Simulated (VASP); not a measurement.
## ZnS: single point with PBEsol

Crystal: ZnS.

```
CELL_PARAMETERS angstrom
0.00000 2.61224 2.61224
2.61224 0.00000 2.61224
2.61224 2.61224 0.00000
ATOMIC_POSITIONS crystal
Zn 0.75000 0.75000 0.75000
S 0.00000 0.00000 0.00000
```

```
Program                : VASP 6.6.1
Task                   : single point
Functional             : PBEsol
Potentials or basis    : VASP PAW PBE potentials, release 64 (Zn, S)
Cutoff                 : 520 eV
k mesh                 : 8 × 8 × 8
Occupations            : gaussian, width 0.01 eV
Spin                   : no spin polarisation
Dipole correction      : no
Further INCAR settings : ALGO = Normal; EDIFF = 1e-07; NBANDS = 16
```

The pressure is 7.3 GPa. The band gap on the k mesh is 2.43 eV, direct.

Levels at points of the mesh, in eV from the valence-band top:
| k point | band 6 | band 7 | band 8 | band 9 | band 10 | band 11 | band 12 | band 13 |
| --- | --- | --- | --- | --- | --- | --- | --- | --- |
| (0.00, 0.00, 0.00) | -6.22 | 0.00 | 0.00 | 0.00 | 2.43 | 6.21 | 6.21 | 6.21 |
| (0.50, 0.00, 0.00) | -6.14 | -5.92 | -1.03 | -1.03 | 3.38 | 6.75 | 6.75 | 9.04 |
| (0.50, 0.50, 0.00) | -5.97 | -5.02 | -2.64 | -2.64 | 2.99 | 3.91 | 11.60 | 12.58 |

Wall time 25 s on 1 thread of Intel Xeon 8259CL, with other jobs on the host, peak memory 0.16 GiB.

Caveat: the PAW data sets were made with another functional, which shifts forces and pressure a little. PBEsol gaps usually lie below the measured ones, often by a third to a half.
